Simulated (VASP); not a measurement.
# Pt (I4/mmm) in VASP: notebook

Runs on Pt. Level: r2SCAN. Tasks: single point.

Everything below comes from runs of VASP 6.6.1. Logs are shortened: lines on timing, memory, paths and dates and some standing lists are left out, and cuts for length are marked.

### Step 1. The cell of the first run

It takes space group I4/mmm (No. 139, tetragonal). Conventional cell: a = 3.168 Å, b = 3.168 Å, c = 3.232 Å, α = 90.00°, β = 90.00°, γ = 90.00°. Within 3.6 Å of Pt (site symmetry 4/mmm) lie 14 Pt at 2.76 to 3.23 Å.

### Step 2. Single point, r2SCAN (strain +0.0200 x Voigt [0, 0, 1, 0, 0, 0])

POSCAR reads:

```
Pt
1.0
   -1.5842200000      1.5842200000      1.6159044000
    1.5842200000     -1.5842200000      1.6159044000
    1.5842200000      1.5842200000     -1.6159044000
Pt
1
Direct
    0.0000000000      0.0000000000      0.0000000000
```

INCAR.step1 reads:

```
SYSTEM = Pt
  ALGO = Normal
  EDIFF = 1E-4
  ENCUT = 520
  GGA = PE
  ISMEAR = 0
  LASPH = .TRUE.
  LCHARG = .FALSE.
  LREAL = .FALSE.
  LWAVE = .TRUE.
  NBANDS = 11
  NELM = 100
  PREC = Accurate
  SIGMA = 0.15
```

INCAR.step2 reads:

```
SYSTEM = Pt
  ALGO = Normal
  EDIFF = 1E-6
  ENCUT = 520
  ISIF = 2
  ISMEAR = 0
  ISTART = 1
  LASPH = .TRUE.
  LCHARG = .FALSE.
  LMIXTAU = .TRUE.
  LREAL = .FALSE.
  LWAVE = .FALSE.
  METAGGA = R2SCAN
  NBANDS = 11
  NELM = 100
  PREC = Accurate
  SIGMA = 0.15
```

KPOINTS reads:

```
k-points
0
G
  22 22 22
  0 0 0
```

Potentials or basis: VASP PAW PBE potentials, release 64 (Pt).

Run with:

```bash
$ cat potpaw_PBE.64/Pt/POTCAR > POTCAR
$ cp INCAR.step1 INCAR
$ mpirun -np 1 vasp_std > vasp.out
$ cp INCAR.step2 INCAR
$ mpirun -np 1 vasp_std > vasp.out
```

OUTCAR:

```text
SYSTEM = Pt
   EDIFF = 1E-6
   ENCUT = 520
   ISIF = 2
   ISMEAR = 0
   ISTART = 1
   LASPH = .TRUE.
   LREAL = .FALSE.
   METAGGA = R2SCAN
   NELM = 100
   PREC = Accurate

 ion  position               nearest neighbor table
   1  0.000  0.000  0.000-

  LATTYP: Found a body centered tetragonal cell.
 ALAT       =     3.1684400000
 C/A-ratio  =     1.0200000000

  Lattice vectors:

 A1 = (  -1.5842200000,   1.5842200000,   1.6159044000)
 A2 = (   1.5842200000,  -1.5842200000,   1.6159044000)
 A3 = (   1.5842200000,   1.5842200000,  -1.6159044000)

Analysis of symmetry for initial positions (statically):
=====================================================================
 Subroutine PRICEL returns:
 Original cell was already a primitive cell.

 Routine SETGRP: Setting up the symmetry group for a
 body centered tetragonal supercell.

 Subroutine GETGRP returns: Found 16 space group operations
 (whereof 16 operations were pure point group operations)
 out of a pool of 16 trial point group operations.

The static configuration has the point symmetry D_4h.

Analysis of symmetry for dynamics (positions and initial velocities):
=====================================================================
 Subroutine PRICEL returns:
 Original cell was already a primitive cell.

 Routine SETGRP: Setting up the symmetry group for a
 body centered tetragonal supercell.

 Subroutine GETGRP returns: Found 16 space group operations
 (whereof 16 operations were pure point group operations)
 out of a pool of 16 trial point group operations.

The dynamic configuration has the point symmetry D_4h.

 Subroutine INISYM returns: Found 16 space group operations
 (whereof 16 operations are pure point group operations),
 and found     1 'primitive' translations

----------------------------------------------------------------------------------------

                                     Primitive cell

  volume of cell :      16.2221

  direct lattice vectors                    reciprocal lattice vectors
    -1.584220000  1.584220000  1.615904400     0.000000000  0.315612731  0.309424246
     1.584220000 -1.584220000  1.615904400     0.315612731  0.000000000  0.309424246
     1.584220000  1.584220000 -1.615904400     0.315612731  0.315612731  0.000000000

  length of vectors
     2.762363670  2.762363670  2.762363670     0.441989547  0.441989547  0.446343804

  position of ions in fractional coordinates (direct lattice)
     0.000000000  0.000000000  0.000000000

  ion indices of the primitive-cell ions
   primitive index   ion index
                 1           1

----------------------------------------------------------------------------------------

 KPOINTS: k-points

Automatic generation of k-mesh.
 Grid dimensions read from file:
 generate k-points for:   22   22   22

 Generating k-lattice:

  Cartesian coordinates                     Fractional coordinates (reciprocal lattice)
     0.000000000  0.014346033  0.014064738     0.045454545  0.000000000  0.000000000
     0.014346033  0.000000000  0.014064738     0.000000000  0.045454545  0.000000000
     0.014346033  0.014346033  0.000000000     0.000000000  0.000000000  0.045454545

  Length of vectors
     0.020090434  0.020090434  0.020288355

  Shift w.r.t. Gamma in fractional coordinates (k-lattice)
     0.000000000  0.000000000  0.000000000

 Subroutine IBZKPT returns following result:
 ===========================================

 Found    834 irreducible k-points:

 Following reciprocal coordinates:
            Coordinates               Weight
  0.000000  0.000000  0.000000      1.000000
  0.045455  0.000000  0.000000      8.000000
  0.090909  0.000000  0.000000      8.000000
  0.136364 -0.000000  0.000000      8.000000
  0.181818  0.000000 -0.000000      8.000000
  0.227273 -0.000000  0.000000      8.000000
[... 16 lines left out ...]
  0.500000  0.045455  0.000000     16.000000
 -0.454545  0.045455 -0.000000     16.000000
 [... further k-points ...]
   k-points           NKPTS =    834   k-points in BZ     NKDIM =    834   number of bands    NBANDS=     11
   number of dos      NEDOS =    301   number of ions     NIONS =      1
   total plane-waves  NPLWV =  13824
   dimension x,y,z NGX =    24 NGY =   24 NGZ =   24
   dimension x,y,z NGXF=    48 NGYF=   48 NGZF=   48
   ions per type =               1
   NGX,Y,Z   is equivalent  to a cutoff of  14.44, 14.44, 14.44 a.u.
   NGXF,Y,Z  is equivalent  to a cutoff of  28.89, 28.89, 28.89 a.u.
 SYSTEM =  Pt
   PREC   = accura    normal or accurate (medium, high low for compatibility)
   ISTART =      1    job   : 0-new  1-cont  2-samecut
   ICHARG =      0    charge: 1-file 2-atom 10-const
   ISPIN  =      1    spin polarized calculation?
   LNONCOLLINEAR =      F non collinear calculations
   LSORBIT =      F    spin-orbit coupling
   LASPH  =      T    aspherical Exc in radial PAW
   ENCUT  =  520.0 eV  38.22 Ry    6.18 a.u.   5.14  5.14  5.14*2*pi/ulx,y,z
   NELM   =    100;   NELMIN=  2; NELMDL=  0     # of ELM steps
   EDIFF  = 0.1E-05   stopping-criterion for ELM
   LREAL  =      F    real-space projection
   EDIFFG = 0.1E-04   stopping-criterion for IOM
   NSW    =      0    number of steps for IOM
   IBRION =     -1    ionic relax: 0-MD 1-quasi-New 2-CG
   NFREE  =      0    steps in history (QN), initial steepest desc. (CG)
   ISIF   =      2    stress and relaxation
   ISYM   =      2    0-nonsym 1-usesym 2-fastsym
   POTIM  = 0.5000    time-step for ionic-motion
   TEBEG  =    0.0;   TEEND  =   0.0 temperature during run
   PSTRESS=    0.0 pullay stress
   NELECT =      10.0000    total number of electrons
   NUPDOWN=      -1.0000    fix difference up-down
   EMIN   =  10.00;   EMAX   =-10.00  energy-range for DOS
   EFERMI =   0.00;   METHOD = LEGACY
   ISMEAR =     0;   SIGMA  =   0.15  broadening in eV -4-tet -1-fermi 0-gaus
   EFERMI_NEDOS =   21; number of points for ismear=-14 and -15
   IALGO  =     38    algorithm
   IMIX   =      4    mixing-type and parameters
     AMIX     =   0.40;   BMIX     =  1.00
     AMIX_MAG =   1.60;   BMIX_MAG =  1.00
  volume/ion in A,a.u.               =      16.22       109.47
  Fermi-wavevector in a.u.,A,eV,Ry     =   1.393283  2.632923 26.412133  1.941237
  Thomas-Fermi vector in A             =   2.516944
   LORBIT       =      0    0 simple, 1 ext, 2 COOP (PROOUT), +10 PAW based schemes
   METAGGA = R2SCAN    functional components
   LHFCALC =     F    Hartree Fock is set to
   AEXX    =    0.0000 exact exchange contribution
   IVDW    =     0    specifies the selected vdW correction
   LEPSILON=     F    determine dielectric tensor
   LRPA    =     F    only Hartree local field effects (RPA)
 non-spin polarized calculation
 Gauss-broadening in eV      SIGMA  =   0.15
  energy-cutoff  :      520.00
  volume of cell :       16.22
 maximum number of plane-waves:       450
 NGX is ok and might be reduce to    24
   NGX = 11   NGY = 11   NGZ = 11

 number of electron       9.9999999 magnetization

 Free energy of the ion-electron system (eV)
  ---------------------------------------------------
  ext. energy  EPLUGINS =         0.00000000
  ---------------------------------------------------
  free energy    TOTEN  =       -51.38885558 eV

  energy without entropy =      -51.37601006  energy(sigma->0) =      -51.38243282

 E-fermi :   9.4851     XC(G=0): -14.0882

 val. band max:        9.4838561500   @ k =  -0.0455  -0.3636   0.0455
 cond. band min:       9.4915647233   @ k =   0.3636  -0.0000   0.0000
 fundamental gap:      0.0077085733
 Fermi energy:         9.4850545992

 k-point     1 :       0.0000    0.0000    0.0000
  band No.  band energies     occupation
      1       0.0447      2.00000
      2       5.9832      2.00000
      3       5.9832      2.00000
      4       6.1428      2.00000
      5       8.3333      2.00000
      6       8.5277      2.00000
      7      27.3326      0.00000
      8      27.7242      0.00000
      9      27.7242      0.00000
     10      37.0442      0.00000
     11      37.5549      0.00000

 k-point     2 :       0.0455    0.0000    0.0000
  band No.  band energies     occupation
      1       0.1299      2.00000
      2       5.9852      2.00000
      3       5.9884      2.00000
      4       6.1729      2.00000
      5       8.3021      2.00000
      6       8.5174      2.00000
      7      27.3924      0.00000
      8      27.7634      0.00000
      9      27.8458      0.00000
     10      35.6943      0.00000
     11      36.3973      0.00000

 k-point     3 :       0.0909    0.0000    0.0000
  band No.  band energies     occupation
      1       0.3810      2.00000
      2       5.9266      2.00000
      3       5.9879      2.00000
      4       6.3423      2.00000
      5       8.2100      2.00000
      6       8.5026      2.00000
      7      27.5185      0.00000
      8      27.8167      0.00000
      9      28.2045      0.00000
     10      34.2687      0.00000
     11      34.8323      0.00000

 k-point     4 :       0.1364   -0.0000    0.0000
  band No.  band energies     occupation
      1       0.7826      2.00000
      2       5.7938      2.00000
      3       5.9849      2.00000
      4       6.6587      2.00000
      5       8.0877      2.00000
      6       8.4984      2.00000
      7      27.5087      0.00000
      8      27.6835      0.00000
      9      28.7830      0.00000
     10      33.1939      0.00000
     11      33.5263      0.00000
[... 239 lines left out ...]
 k-point    22 :       0.4545    0.0455    0.0000
  band No.  band energies     occupation
      1       3.0346      2.00000
      2       4.7142      2.00000
      3       8.1687      2.00000
      4       8.5192      2.00000
      5       9.6152      0.21980
      6      10.9856      0.00000
      7      15.9581      0.00000
      8      23.6931      0.00000
      9      25.8741      0.00000
     10      34.4065      0.00000
     11      35.1046      0.00000

 k-point    23 :       0.5000    0.0455    0.0000
  band No.  band energies     occupation
      1       3.0343      2.00000
      2       4.7136      2.00000
      3       8.1315      2.00000
      4       8.5721      2.00000
      5       9.6120      0.23129
      6      10.9856      0.00000
      7      15.9451      0.00000
      8      23.6908      0.00000
      9      25.8774      0.00000
     10      34.3599      0.00000
     11      35.1472      0.00000

 k-point    24 :      -0.4545    0.0455   -0.0000
  band No.  band energies     occupation
      1       3.0470      2.00000
      2       4.7609      2.00000
      3       7.9808      2.00000
      4       8.5536      2.00000
      5       9.1367      1.99898
      6      10.5574      0.00000
      7      16.9847      0.00000
      8      23.9006      0.00000
      9      26.3290      0.00000
     10      34.3114      0.00000
     11      34.8883      0.00000

 [... further k-points ...]
[... 5 lines left out ...]
  --------------------------------------------------------------------------------------
  -------------------------------------------------------------------------------------
  Total       -1.0883547     -1.0883547     -0.9301602      0.0000000      0.0000000      0.0000000
  in kB     -107.4915728   -107.4915728    -91.8674549      0.0000000      0.0000000      0.0000000
  external PRESSURE =    -102.2835335 kB  Pullay stress =       0.0000000 kB

 VOLUME and BASIS-vectors are now :
 -----------------------------------------------------------------------------
  energy-cutoff  :      520.00
  volume of cell :       16.22
      direct lattice vectors                 reciprocal lattice vectors
    -1.584220000  1.584220000  1.615904400     0.000000000  0.315612731  0.309424246
     1.584220000 -1.584220000  1.615904400     0.315612731  0.000000000  0.309424246
     1.584220000  1.584220000 -1.615904400     0.315612731  0.315612731  0.000000000

 POSITION                                       TOTAL-FORCE (eV/Angst)
 -----------------------------------------------------------------------------------
      0.00000      0.00000      0.00000         0.000000      0.000000      0.000000
 -----------------------------------------------------------------------------------
    total drift:                               -0.000000      0.000000     -0.000000

  FREE ENERGIE OF THE ION-ELECTRON SYSTEM (eV)
  ---------------------------------------------------
  free  energy   TOTEN  =       -51.3888555763 eV

  energy  without entropy=      -51.3760100609  energy(sigma->0) =      -51.38243282
```

It took 4.5 min on 1 thread of Intel Xeon Platinum 8488C (Sapphire Rapids), shared host; peak memory 0.27 GiB.

What came out:

* Free energy: -51.3889 eV
* Pressure: -10.2 GPa
* Band gap on the k mesh: zero (bands 5 and 6 overlap by 2.24 eV)

Levels at points of the mesh, in eV from the Fermi level:
```
           k point  band 1  band 2  band 3  band 4  band 5  band 6  band 7  band 8  band 9  band 10
(0.00, 0.00, 0.00)   -9.44   -3.50   -3.50   -3.34   -1.15   -0.96   17.85   18.24   18.24    27.56
(0.50, 0.00, 0.00)   -6.51   -4.79   -1.31   -0.77    0.52    1.04    6.34   14.16   16.55    24.93
(0.50, 0.50, 0.00)   -6.48   -4.97   -1.08   -0.69    0.64    1.08    6.52   13.92   16.06    25.14
(0.50, 0.50, 0.50)   -6.03   -6.02    0.50    0.56    0.56    7.65    8.27    8.27   13.04    19.30
```

Caveat: the cell differs from its parent crystal (strain +0.0200 x Voigt [0, 0, 1, 0, 0, 0]); the cell stands under tension; the PAW data sets were made with another functional, which shifts forces and pressure a little; spin-orbit coupling is left out, which moves the levels of the heavy elements.

(Continued in part 2 of 2.)
